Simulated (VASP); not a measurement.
Set up this calculation in VASP 6.6.1, as the native input.

```yaml
Task: single point
Functional: LDA
Potentials_or_basis: VASP PAW LDA potentials, release 64 (Pb_d)
Cutoff: 520 eV
k_mesh: 7 × 7 × 7
Occupations: fermi-dirac, width 0.05 eV
Spin: no spin polarisation
Dipole_correction: no
Further_INCAR_settings: ALGO = Normal; EDIFF = 1e-06; NBANDS = 21
```

The structure of Pb lies in POSCAR:

```
Pb
1.0
    0.0000000000      3.2071578761      3.2071578761
    3.2071578761      0.0000000000      3.2071578761
    3.2071578761      3.2071578761      0.0000000000
Pb
2
Direct
    0.2500000000      0.2500000000      0.2500000000
    0.0000000000      0.0000000000      0.0000000000
```

This isn't the form of Pb at room conditions, which is fcc.

The input as run:

INCAR

```
SYSTEM = Pb
ALGO = Normal
EDIFF = 1E-6
ENCUT = 520
ISIF = 2
ISMEAR = -1
LASPH = .True.
LCHARG = .False.
LREAL = .False.
LWAVE = .False.
NBANDS = 21
NELM = 100
PREC = Accurate
SIGMA = 0.05
```

KPOINTS

```
k-points
0
Gamma
  7 7 7
  0 0 0
```

Potentials or basis: VASP PAW LDA potentials, release 64 (Pb_d).

Command:

```bash
$ cat potpaw_LDA.64/Pb_d/POTCAR > POTCAR
$ mpirun -np 1 vasp_std > vasp.out
```

It gave:

```
Pressure               : 10.1 GPa
Band gap on the k mesh : zero (bands 14 and 15 overlap by 1.33 eV)
```

Caveat: the cell stands under pressure; spin-orbit coupling is left out, which moves the levels of the heavy elements.

Run time: 29 s on 1 thread of Intel Xeon 8259CL, with other jobs on the host, peak memory 0.18 GiB.
